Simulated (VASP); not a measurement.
A run of VASP 6.6.1 is set up as follows.

Contents of INCAR:

```
SYSTEM = Br
  ALGO = Normal
  EDIFF = 1E-7
  ENCUT = 520
  GGA = PE
  ISIF = 2
  ISMEAR = -1
  LASPH = .TRUE.
  LCHARG = .FALSE.
  LREAL = .FALSE.
  LWAVE = .FALSE.
  NBANDS = 10
  NELM = 60
  PREC = Accurate
  SIGMA = 0.05
```

Contents of KPOINTS:

```
k-points
0
G
  14 14 14
  0 0 0
```

Contents of POSCAR:

```
Br
1.0
    0.0000000000      2.1556998532      2.1556998532
    2.1556998532      0.0000000000      2.1556998532
    2.1556998532      2.1556998532      0.0000000000
Br
1
Direct
    0.0000000000      0.0000000000      0.0000000000
```

Potentials or basis: VASP PAW PBE potentials, release 64 (Br).

The run is started by

```sh
$ cat potpaw_PBE.64/Br/POTCAR > POTCAR
$ mpirun -np 1 vasp_std > vasp.out
```

Problem. Estimate the pressure.

Solution. 15.9 GPa.

Caveat: an odd number of electrons without spin polarisation forces a metal; a magnetic or distorted state may lie lower.
